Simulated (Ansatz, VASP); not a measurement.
**One calculation of BaTiO3, two programs**

```
Ba Ti O
1.0
     3.99980    0.00000    0.00000
     0.00000    3.99980    0.00000
     0.00000    0.00000    3.93764
Ba Ti O
1 1 3
Direct
  0.00000 0.00000 0.00000
  0.50000 0.50000 0.48200
  0.50000 0.50000 0.01600
  0.50000 0.00000 0.51500
  0.00000 0.50000 0.51500
```

Change from the starting cell: zz strain of -2 %.

Alike in both runs: task single point; functional PBEsol; k mesh 7 × 7 × 7; occupations fermi-dirac, width 0.08 eV; no spin polarisation.

|  | VASP | Ansatz |
| --- | --- | --- |
| version | VASP 6.6.1 | Ansatz 0.2.0 |
| potentials or method | VASP PAW PBE potentials, release 64 (Ba_sv, Ti_sv, O), cutoff 520 eV | all-electron LAPW, scalar-relativistic |

```csv
,VASP,Ansatz,Ansatz less VASP
pressure (GPa),2.0,0.0,-1.98
"traceless stress, the component that is largest in VASP (GPa)",4.14,3.97,-0.170
rms of the force components (eV/Å),0.117,0.103,-0.0139
```

VASP's potentials were made for PBE, not for PBEsol. Atom by atom the forces differ by 0.024 eV/Å (rms over components). Ansatz ran all-electron here, and VASP with PAW potentials.

Neither program's run includes spin-orbit coupling.
